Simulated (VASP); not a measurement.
# Ti11SbO24 (a cell with a defect) (Rutile) in VASP: electric field gradients with PBE

Aim: the electric field gradients of Ti11SbO24 (a cell with a defect) (Rutile) with PBE.

Everything below comes from runs of VASP 6.6.1. Logs are shortened: lines on timing, memory, paths and dates and some standing lists are left out, and cuts for length are marked.

### 1 The cell of the first run

The cell holds a defect, 36 atoms: a = 6.494 Å, b = 6.494 Å, c = 8.872 Å, α = 90.00°, β = 90.00°, γ = 90.00°.

### 2 Electric field gradients, PBE

File INCAR:

```
  ALGO = Normal
  EDIFF = 1E-8
  ENCUT = 520
  GGA = PE
  ISIF = 2
  ISMEAR = -1
  LASPH = True
  LCHARG = False
  LEFG = True
  LREAL = Auto
  LWAVE = False
  NBANDS = 164
  NELECT = 280.0
  NELM = 100
  PREC = Accurate
  SIGMA = 0.01
```

File KPOINTS:

```
k-points
0
Gamma
  3 3 2
```

File POSCAR:

```
Ti11SbO24
1.0
    4.5922000000      4.5922000000      0.0000000000
   -4.5922000000      4.5922000000      0.0000000000
    0.0000000000      0.0000000000      8.8722000000
Sb Ti O
1 11 24
Direct
    0.0000000000      0.0000000000      0.0000000000
    0.0000000000      0.0000000000      0.3333333333
    0.0000000000      0.0000000000      0.6666666667
    0.5000000000      0.5000000000      0.0000000000
    0.5000000000      0.5000000000      0.3333333333
    0.5000000000      0.5000000000      0.6666666667
    0.5000000000      0.0000000000      0.1666666667
    0.5000000000      0.0000000000      0.5000000000
    0.5000000000      0.0000000000      0.8333333333
    0.0000000000      0.5000000000      0.1666666667
    0.0000000000      0.5000000000      0.5000000000
    0.0000000000      0.5000000000      0.8333333333
    0.3049600000      0.0000000000      0.0000000000
    0.3049600000      0.0000000000      0.3333333333
    0.3049600000      0.0000000000      0.6666666667
    0.8049600000      0.5000000000      0.0000000000
    0.8049600000      0.5000000000      0.3333333333
    0.8049600000      0.5000000000      0.6666666667
    0.5000000000      0.3049600000      0.1666666667
    0.5000000000      0.3049600000      0.5000000000
    0.5000000000      0.3049600000      0.8333333333
    0.0000000000      0.8049600000      0.1666666667
    0.0000000000      0.8049600000      0.5000000000
    0.0000000000      0.8049600000      0.8333333333
    0.6950400000      0.0000000000      0.0000000000
    0.6950400000      0.0000000000      0.3333333333
    0.6950400000      0.0000000000      0.6666666667
    0.1950400000      0.5000000000      0.0000000000
    0.1950400000      0.5000000000      0.3333333333
    0.1950400000      0.5000000000      0.6666666667
    0.5000000000      0.6950400000      0.1666666667
    0.5000000000      0.6950400000      0.5000000000
    0.5000000000      0.6950400000      0.8333333333
    0.0000000000      0.1950400000      0.1666666667
    0.0000000000      0.1950400000      0.5000000000
    0.0000000000      0.1950400000      0.8333333333
```

Potentials or basis: VASP PAW PBE potentials, release 64 (Sb, Ti_sv, O).

Started as:

```console
$ cat potpaw_PBE.64/Sb/POTCAR potpaw_PBE.64/Ti_sv/POTCAR potpaw_PBE.64/O/POTCAR > POTCAR
$ mpirun -np 1 vasp_std > vasp.out
```

OUTCAR:

```text
EDIFF = 1E-8
   ENCUT = 520
   GGA = PE
   ISIF = 2
   ISMEAR = -1
   LASPH = True
   LREAL = Auto
   NELECT = 280.0
   NELM = 100
   PREC = Accurate

 ion  position               nearest neighbor table
   1  0.000  0.000  0.000-  22 1.95  24 1.95  34 1.95  36 1.95  13 1.98  25 1.98   2 2.96   3 2.96

   2  0.000  0.000  0.333-  22 1.95  34 1.95  23 1.95  35 1.95  14 1.98  26 1.98   1 2.96
   3  0.000  0.000  0.667-  24 1.95  36 1.95  35 1.95  23 1.95  15 1.98  27 1.98   1 2.96
   4  0.500  0.500  0.000-  19 1.95  21 1.95  31 1.95  33 1.95  16 1.98  28 1.98
   5  0.500  0.500  0.333-  19 1.95  31 1.95  20 1.95  32 1.95  17 1.98  29 1.98
   6  0.500  0.500  0.667-  21 1.95  33 1.95  32 1.95  20 1.95  18 1.98  30 1.98
   7  0.500  0.000  0.167-  14 1.95  26 1.95  25 1.95  13 1.95  19 1.98  31 1.98
   8  0.500  0.000  0.500-  14 1.95  15 1.95  26 1.95  27 1.95  20 1.98  32 1.98
   9  0.500  0.000  0.833-  15 1.95  27 1.95  25 1.95  13 1.95  21 1.98  33 1.98
  10  0.000  0.500  0.167-  17 1.95  29 1.95  28 1.95  16 1.95  22 1.98  34 1.98
  11  0.000  0.500  0.500-  17 1.95  18 1.95  29 1.95  30 1.95  23 1.98  35 1.98
  12  0.000  0.500  0.833-  18 1.95  30 1.95  28 1.95  16 1.95  24 1.98  36 1.98
  13  0.305  0.000  0.000-   7 1.95   9 1.95   1 1.98
  14  0.305  0.000  0.333-   7 1.95   8 1.95   2 1.98
  15  0.305  0.000  0.667-   9 1.95   8 1.95   3 1.98
  16  0.805  0.500  0.000-  10 1.95  12 1.95   4 1.98
  17  0.805  0.500  0.333-  10 1.95  11 1.95   5 1.98
  18  0.805  0.500  0.667-  12 1.95  11 1.95   6 1.98
[... 16 lines left out ...]
  35  0.000  0.195  0.500-   2 1.95   3 1.95  11 1.98
  36  0.000  0.195  0.833-   3 1.95   1 1.95  12 1.98

  LATTYP: Found a simple tetragonal cell.
 ALAT       =     6.4943515211
 C/A-ratio  =     1.3661410183

  Lattice vectors:

 A1 = (   4.5922000000,   4.5922000000,   0.0000000000)
 A2 = (  -4.5922000000,   4.5922000000,   0.0000000000)
 A3 = (   0.0000000000,   0.0000000000,   8.8722000000)

Analysis of symmetry for initial positions (statically):
=====================================================================
 Subroutine PRICEL returns:
 Original cell was already a primitive cell.

 Routine SETGRP: Setting up the symmetry group for a
 simple tetragonal supercell.

 Subroutine GETGRP returns: Found  8 space group operations
 (whereof  8 operations were pure point group operations)
 out of a pool of 16 trial point group operations.

The static configuration has the point symmetry D_2h.

Analysis of symmetry for dynamics (positions and initial velocities):
=====================================================================
 Subroutine PRICEL returns:
 Original cell was already a primitive cell.

 Routine SETGRP: Setting up the symmetry group for a
 simple tetragonal supercell.

 Subroutine GETGRP returns: Found  8 space group operations
 (whereof  8 operations were pure point group operations)
 out of a pool of 16 trial point group operations.

The dynamic configuration has the point symmetry D_2h.

 Subroutine INISYM returns: Found  8 space group operations
 (whereof  8 operations are pure point group operations),
 and found     1 'primitive' translations

----------------------------------------------------------------------------------------

                                     Primitive cell

  volume of cell :     374.1992

  direct lattice vectors                    reciprocal lattice vectors
     4.592200000  4.592200000  0.000000000     0.108880275  0.108880275  0.000000000
    -4.592200000  4.592200000  0.000000000    -0.108880275  0.108880275  0.000000000
     0.000000000  0.000000000  8.872200000     0.000000000  0.000000000  0.112711616

  length of vectors
     6.494351521  6.494351521  8.872200000     0.153979962  0.153979962  0.112711616

  position of ions in fractional coordinates (direct lattice)
     0.000000000  0.000000000  0.000000000
     0.000000000  0.000000000  0.333333333
     0.000000000  0.000000000  0.666666667
     0.500000000  0.500000000  0.000000000
     0.500000000  0.500000000  0.333333333
[... 131 lines left out ...]
   ISIF   =      2    stress and relaxation
   ISYM   =      2    0-nonsym 1-usesym 2-fastsym
   POTIM  = 0.5000    time-step for ionic-motion
   TEBEG  =    0.0;   TEEND  =   0.0 temperature during run
   PSTRESS=    0.0 pullay stress
   NELECT =     280.0000    total number of electrons
   NUPDOWN=      -1.0000    fix difference up-down
   EMIN   =  10.00;   EMAX   =-10.00  energy-range for DOS
   EFERMI =   0.00;   METHOD = LEGACY
   ISMEAR =    -1;   SIGMA  =   0.01  broadening in eV -4-tet -1-fermi 0-gaus
   EFERMI_NEDOS =   21; number of points for ismear=-14 and -15
   IALGO  =     38    algorithm
   IMIX   =      4    mixing-type and parameters
     AMIX     =   0.40;   BMIX     =  1.00
     AMIX_MAG =   1.60;   BMIX_MAG =  1.00
  volume/ion in A,a.u.               =      10.39        70.15
  Fermi-wavevector in a.u.,A,eV,Ry     =   1.486255  2.808614 30.054626  2.208953
  Thomas-Fermi vector in A             =   2.599564
   LORBIT       =      0    0 simple, 1 ext, 2 COOP (PROOUT), +10 PAW based schemes
   GGA     = PE    functional components
   LHFCALC =     F    Hartree Fock is set to
   AEXX    =    0.0000 exact exchange contribution
   IVDW    =     0    specifies the selected vdW correction
   LEPSILON=     F    determine dielectric tensor
   LRPA    =     F    only Hartree local field effects (RPA)
 non-spin polarized calculation
  energy-cutoff  :      520.00
  volume of cell :      374.20
 maximum number of plane-waves:     10086
   NGX = 25   NGY = 25   NGZ = 33

 number of electron     279.9999973 magnetization

 Free energy of the ion-electron system (eV)
  ---------------------------------------------------
  ext. energy  EPLUGINS =         0.00000000
  ---------------------------------------------------
  free energy    TOTEN  =      -319.10912635 eV

  energy without entropy =     -319.10912635  energy(sigma->0) =     -319.10912635

 E-fermi :   5.4057     XC(G=0): -11.4175

 val. band max:        5.1599600770   @ k =   0.0000   0.0000   0.0000
 cond. band min:       6.7993257649   @ k =   0.0000   0.0000   0.0000
 fundamental gap:      1.6393656879
 Fermi energy:         5.4057035558

 k-point     1 :       0.0000    0.0000    0.0000
  band No.  band energies     occupation
      1     -51.8951      2.00000
      2     -51.8751      2.00000
      3     -51.8374      2.00000
      4     -51.8159      2.00000
      5     -51.7668      2.00000
      6     -51.7451      2.00000
[... 1229 lines left out ...]
    151       7.9342      0.00000
    152       7.9745      0.00000
 [bands above 152 left out]

------------------------ aborting loop because EDIFF is reached ----------------------------------------

  FORCE on cell =-STRESS in cart. coord.  units (eV):
  Direction    XX          YY          ZZ          XY          YZ          ZX
  --------------------------------------------------------------------------------------
  -------------------------------------------------------------------------------------
  Total        7.7404822      7.7404822     13.1123045     -1.5484818      0.0000000      0.0000000
  in kB       33.1417692     33.1417692     56.1418475     -6.6300038      0.0000000      0.0000000
  external PRESSURE =      40.8084620 kB  Pullay stress =       0.0000000 kB

 VOLUME and BASIS-vectors are now :
 -----------------------------------------------------------------------------
  energy-cutoff  :      520.00
  volume of cell :      374.20
      direct lattice vectors                 reciprocal lattice vectors
     4.592200000  4.592200000  0.000000000     0.108880275  0.108880275  0.000000000
    -4.592200000  4.592200000  0.000000000    -0.108880275  0.108880275  0.000000000
     0.000000000  0.000000000  8.872200000     0.000000000  0.000000000  0.112711616

 POSITION                                       TOTAL-FORCE (eV/Angst)
 -----------------------------------------------------------------------------------
      0.00000      0.00000      0.00000        -0.000000      0.000000      0.000000
      0.00000      0.00000      2.95740        -0.000000      0.000000      2.152665
      0.00000      0.00000      5.91480        -0.000000      0.000000     -2.152665
      0.00000      4.59220      0.00000        -0.000000      0.000000      0.000000
      0.00000      4.59220      2.95740        -0.000000      0.000000      0.212588
      0.00000      4.59220      5.91480        -0.000000      0.000000     -0.212588
[... 28 lines left out ...]
     -0.89566      0.89566      4.43610         0.144698     -0.144698      0.000000
     -0.89566      0.89566      7.39350        -0.404965      0.404965     -0.201463
 -----------------------------------------------------------------------------------
    total drift:                               -0.000000      0.000000     -0.000000

  FREE ENERGIE OF THE ION-ELECTRON SYSTEM (eV)
  ---------------------------------------------------
  free  energy   TOTEN  =      -319.1091263508 eV

  energy  without entropy=     -319.1091263508  energy(sigma->0) =     -319.10912635

 Electric field gradients (V/A^2)
---------------------------------------------------------------------
 ion       V_xx      V_yy      V_zz      V_xy      V_xz      V_yz
---------------------------------------------------------------------
   1      27.734    27.734   -55.467    31.457     0.000    -0.000
   2      12.213    12.213   -24.425    -2.571     0.000    -0.000
   3      12.213    12.213   -24.425    -2.571     0.000    -0.000
   4      11.724    11.724   -23.448     4.752    -0.000     0.000
   5      11.203    11.203   -22.406     3.920    -0.000     0.000
   6      11.203    11.203   -22.406     3.920    -0.000     0.000
[... 28 lines left out ...]
  35      -0.956    -0.956     1.913   -23.946     0.000    -0.000
  36     -18.840   -18.840    37.679   -41.907    28.100   -28.100
---------------------------------------------------------------------

 Electric field gradients after diagonalization (V/A^2)
 (convention: |V_zz| > |V_xx| > |V_yy|)
----------------------------------------------------------------------
 ion       V_xx      V_yy      V_zz     asymmetry (V_yy - V_xx)/ V_zz
----------------------------------------------------------------------
   1     -55.467    -3.723    59.191       0.874
   2      14.784     9.642   -24.425       0.211
   3      14.784     9.642   -24.425       0.211
   4      16.477     6.972   -23.448       0.405
   5      15.123     7.283   -22.406       0.350
   6      15.123     7.283   -22.406       0.350
[... 28 lines left out ...]
  35      22.989     1.913   -24.902       0.846
  36     -60.746   -10.033    70.779       0.717
----------------------------------------------------------------------

           NMR quadrupolar parameters

 Cq : quadrupolar parameter    Cq=e*Q*V_zz/h
 eta: asymmetry parameters     (V_yy - V_xx)/ V_zz
 Q  : nuclear electric quadrupole moment in mb (millibarn)
----------------------------------------------------------------------
 ion       Cq(MHz)       eta       Q (mb)
----------------------------------------------------------------------
   1       0.143       0.874       1.000
   2      -0.059       0.211       1.000
   3      -0.059       0.211       1.000
   4      -0.057       0.405       1.000
   5      -0.054       0.350       1.000
   6      -0.054       0.350       1.000
[... 28 lines left out ...]
  35      -0.060       0.846       1.000
  36       0.171       0.717       1.000
----------------------------------------------------------------------
```

Run time: 11 min. Hardware: 1 thread of Intel Xeon 6975P-C (Granite Rapids), shared host; peak memory 0.58 GiB.

Results:

```
Free energy   : -319.1091 eV
Largest force : 2.153 eV/Å
```

Forces on the atoms (eV/Å):
```
Sb   0.000  0.000  0.000
Ti   0.000  0.000  2.153
Ti   0.000  0.000 -2.153
Ti   0.000  0.000  0.000
Ti   0.000  0.000  0.213
Ti   0.000  0.000 -0.213
Ti   0.000  0.000  1.577
Ti   0.000  0.000  0.000
Ti   0.000  0.000 -1.577
Ti   0.000  0.000  0.278
Ti   0.000  0.000  0.000
Ti   0.000  0.000 -0.278
O   -0.007 -0.007  0.000
O   -0.152 -0.152 -0.314
O   -0.152 -0.152  0.314
O    0.083  0.083  0.000
O    0.060  0.060 -0.191
O    0.060  0.060  0.191
O    0.251 -0.251 -0.134
O    0.125 -0.125  0.000
O    0.251 -0.251  0.134
O    0.405 -0.405  0.201
O   -0.145  0.145  0.000
O    0.405 -0.405 -0.201
O    0.007  0.007  0.000
O    0.152  0.152 -0.314
O    0.152  0.152  0.314
O   -0.083 -0.083  0.000
O   -0.060 -0.060 -0.191
O   -0.060 -0.060  0.191
O   -0.251  0.251 -0.134
O   -0.125  0.125  0.000
O   -0.251  0.251  0.134
O   -0.405  0.405  0.201
O    0.145 -0.145  0.000
O   -0.405  0.405 -0.201
```

Electric field gradients, principal values (V/Å²):
```
 atom    least   middle  greatest (by size)
 1 Sb   -3.723  -55.467              59.191
 2 Ti    9.642   14.784             -24.425
 3 Ti    9.642   14.784             -24.425
 4 Ti    6.972   16.477             -23.448
 5 Ti    7.283   15.123             -22.406
 6 Ti    7.283   15.123             -22.406
 7 Ti    7.426    9.213             -16.639
 8 Ti    8.919    9.736             -18.655
 9 Ti    7.426    9.213             -16.639
10 Ti    4.131   21.883             -26.014
11 Ti    4.694   19.050             -23.744
12 Ti    4.131   21.883             -26.014
 13 O  -20.757  -58.150              78.907
 14 O    1.003   23.462             -24.465
 15 O    1.003   23.462             -24.465
 16 O   -5.527  -13.738              19.265
 17 O   -2.947  -17.390              20.337
 18 O   -2.947  -17.390              20.337
 19 O   -2.233  -19.912              22.145
 20 O   -1.606  -20.012              21.617
 21 O   -2.233  -19.912              22.145
 22 O  -10.033  -60.746              70.779
 23 O    1.913   22.989             -24.902
 24 O  -10.033  -60.746              70.779
 25 O  -20.757  -58.150              78.907
 26 O    1.003   23.462             -24.465
 27 O    1.003   23.462             -24.465
 28 O   -5.527  -13.738              19.265
 29 O   -2.947  -17.390              20.337
 30 O   -2.947  -17.390              20.337
 31 O   -2.233  -19.912              22.145
 32 O   -1.606  -20.012              21.617
 33 O   -2.233  -19.912              22.145
 34 O  -10.033  -60.746              70.779
 35 O    1.913   22.989             -24.902
 36 O  -10.033  -60.746              70.779
```

Caveat: the cell carries a net charge on a neutralising background, which shifts energy and pressure; the cell is charged against a uniform background, so pressure and absolute levels hang on convention; without QUAD_EFG the Cq values of the log hold for a quadrupole moment of 1 mb, not for the nuclei; spin-orbit coupling is left out, which moves the levels of the heavy elements.
